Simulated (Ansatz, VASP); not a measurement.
# Au in VASP and in Ansatz

The input INCAR:

```
  PREC = Accurate
  ENCUT = 520
  EDIFF = 1E-7
  ISMEAR = 0
  SIGMA = 0.1
  LREAL = False
  LASPH = True
  NELM = 80
  ALGO = Fast
  ISIF = 2
  LWAVE = False
  LCHARG = False
  GGA = PS
  NBANDS = 30
```

KPOINTS

```
regular mesh
0
Gamma
  9 9 2
```

File POSCAR:

```
Au
1.0
    2.7687650882      0.0000000000      0.0000000000
   -1.3843825441      2.3978209035      0.0000000000
    0.0000000000      0.0000000000      9.5931194483
Au
4
Direct
    0.3333333333      0.6666666667      0.2500000000
    0.6666666667      0.3333333333      0.7500000000
    0.0000000000      0.0000000000      0.0000000000
    0.0000000000      0.0000000000      0.5000000000
```

Input for Ansatz:

```yaml
crystal:
  lattice:
    - [2.7687650882, 0.0, 0.0]
    - [-1.3843825441, 2.3978209035, 0.0]
    - [0.0, 0.0, 9.5931194483]
  atoms:
    - { symbol: Au, position: [0.3333333333, 0.6666666667, 0.25] }
    - { symbol: Au, position: [0.6666666667, 0.3333333333, 0.75] }
    - { symbol: Au, position: [0.0, 0.0, 0.0] }
    - { symbol: Au, position: [0.0, 0.0, 0.5] }
basis:
  ecutwfc: 420
kpoints:
  mp_grid: { grid: [9, 9, 2] }
hamiltonian:
  xc: pbesol
scf:
  occupations: { method: gaussian, width: 0.1 }
output:
  forces: true
  stress: true
  eigenvalues: true
```

Alike in both runs: task single point; functional PBEsol; k mesh 9 × 9 × 2; occupations gaussian, width 0.1 eV; no spin polarisation.

|  | VASP | Ansatz |
| --- | --- | --- |
| version | VASP 6.6.1 | Ansatz 0.2.0 |
| potentials or method | VASP PAW PBE potentials, release 64 (Au), cutoff 520 eV | scalar-relativistic, plane waves, PAW |
| valence electrons in the cell | 44 | 76 |

```csv
,VASP,Ansatz,Ansatz less VASP
gap on the k mesh at the Fermi level (eV),none,none,-
pressure (GPa),14.4,14.8,+0.36
"traceless stress, the component that is largest in VASP (GPa)",-6.19,-6.20,-0.016
```

VASP's potentials were made for PBE, not for PBEsol. A gap of «none» marks a metal or a gap that the smearing closes. VASP's potentials hold 44 valence electrons a cell and Ansatz's 76, so a difference there can come from the potentials and not from the codes.

Neither program's run includes spin-orbit coupling.
